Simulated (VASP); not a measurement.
Wanted: the native input for a VASP 6.6.1 run.

```
Task                      : relaxation of the atoms
Functional                : PBEsol
Potentials or basis       : VASP PAW PBE potentials, release 64 (As, Al)
Cutoff                    : 450 eV
k mesh                    : 7 × 7 × 1
Occupations               : gaussian, width 0.05 eV
Spin                      : no spin polarisation
Dipole correction         : yes
Atoms held fixed (from 0) : [0, 5, 1, 6]
Further INCAR settings    : ALGO = Normal; EDIFF = 1e-07; NELMDL = -8; IBRION = 2; EDIFFG = -0.04; NSW = 60
```

The structure of Al4As5 lies in POSCAR:

```
Al4As5
1.0
    4.0027900700      0.0000000000      0.0000000000
    0.0000000000      4.0027900700      0.0000000000
    0.0000000000      0.0000000000     29.3215998945
As Al
5 4
Selective dynamics
Direct
    0.0000000000      0.5000000000      0.3069409593  F F F
    0.5000000000      0.0000000000      0.4034704797  F F F
    0.0000000000      0.5000000000      0.5000000000  T T T
    0.5000000000      0.0000000000      0.5965295203  T T T
    0.0000000000      0.5000000000      0.6930590407  T T T
    0.5000000000      0.5000000000      0.3552057195  F F F
    0.0000000000      0.0000000000      0.4517352398  F F F
    0.5000000000      0.5000000000      0.5482647602  T T T
    0.0000000000      0.0000000000      0.6447942805  T T T
```

The input as run:

INCAR

```
SYSTEM = Al4As5
PREC     = Accurate       ! precision mode
ENCUT    = 450            ! plane-wave cutoff, eV
EDIFF    = 1E-7           ! SCF threshold, eV
ISMEAR   = 0              ! smearing method
SIGMA    = 0.05           ! smearing width, eV
LREAL    = .FALSE.        ! projectors in reciprocal space
LASPH    = .TRUE.         ! aspherical terms in the spheres
NELM     = 120            ! most SCF steps
ALGO     = Normal         ! electronic algorithm
ISIF     = 2              ! what is computed and relaxed
LWAVE    = .FALSE.        ! write WAVECAR
LCHARG   = .FALSE.        ! write CHGCAR
LDIPOL   = .TRUE.       
IDIPOL   = 3            
DIPOL    = 0.5 0.5 0.500
GGA      = PS             ! functional
IBRION   = 2              ! ionic algorithm
NSW      = 60             ! ionic steps
EDIFFG   = -0.04          ! ionic threshold
GGA_COMPAT= .FALSE.      
NELMIN   = 4            
NELMDL   = -8
```

KPOINTS

```
regular mesh
0
G
  7 7 1
  0 0 0
```

Potentials or basis: VASP PAW PBE potentials, release 64 (As, Al).

Launch:

```console
$ cat potpaw_PBE.64/As/POTCAR potpaw_PBE.64/Al/POTCAR > POTCAR
$ mpirun -np 1 vasp_std > vasp.out
```

Results of the run:

| Quantity | Value |
| --- | --- |
| Energy gained by relaxing | 0.4 meV/atom |
| Ionic steps | 4 |
| Band gap on the k mesh | zero (an odd number of electrons rules out a gap without spin polarisation) |

It took 5.3 min on 1 thread of AMD EPYC 9R45 96-Core Processor (Zen 5), with other jobs on the host, peak memory 0.46 GiB.
